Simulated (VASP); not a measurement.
**CdS: vibrations by perturbation theory with PBE**

Crystal: CdS.

```xyz
2
Lattice="0.0000 2.9636 2.9636 2.9636 0.0000 2.9636 2.9636 2.9636 0.0000" Properties=species:S:1:pos:R:3 pbc="T T T"
Cd    0.0000    0.0000    0.0000
S     4.4454    4.4454    4.4454
```

```yaml
Program: VASP 6.6.1
Task: vibrations by perturbation theory
Functional: PBE
Potentials_or_basis: VASP PAW PBE potentials, release 64 (Cd_sv_GW, S)
Cutoff: 540 eV
k_mesh: 8 × 8 × 8
Occupations: gaussian, width 0.01 eV
Spin: no spin polarisation
Dipole_correction: no
Further_INCAR_settings: ALGO = Normal; EDIFF = 1e-08; IBRION = 8; NSW = 1
```

- Electronic dielectric tensor (diagonal): 6.74
- Born charges (mean of the diagonal): Cd +2.27; S -2.27 e
- Highest phonon frequency at Γ, LO-TO splitting left out: 214 cm⁻¹

Phonon frequencies in cm⁻¹ (negative: imaginary):
```csv
q point,frequencies
"(0.000, 0.000, 0.000)",-2 -2 -2 214 214 214
```

Electronic dielectric tensor:
```
6.74 0.00 0.00
0.00 6.74 0.00
0.00 0.00 6.74
```

Born effective charge tensors (e):
atom 1, Cd
```
2.27 0.00 0.00
0.00 2.27 0.00
0.00 0.00 2.27
```
atom 2, S
```
-2.27  0.00  0.00
 0.00 -2.27  0.00
 0.00  0.00 -2.27
```

Wall time 18 min on 1 thread of Intel(R) Xeon(R) Platinum 8259CL CPU @ 2.50GHz (Skylake/Cascade Lake), on a shared host, peak memory 0.4 GiB.
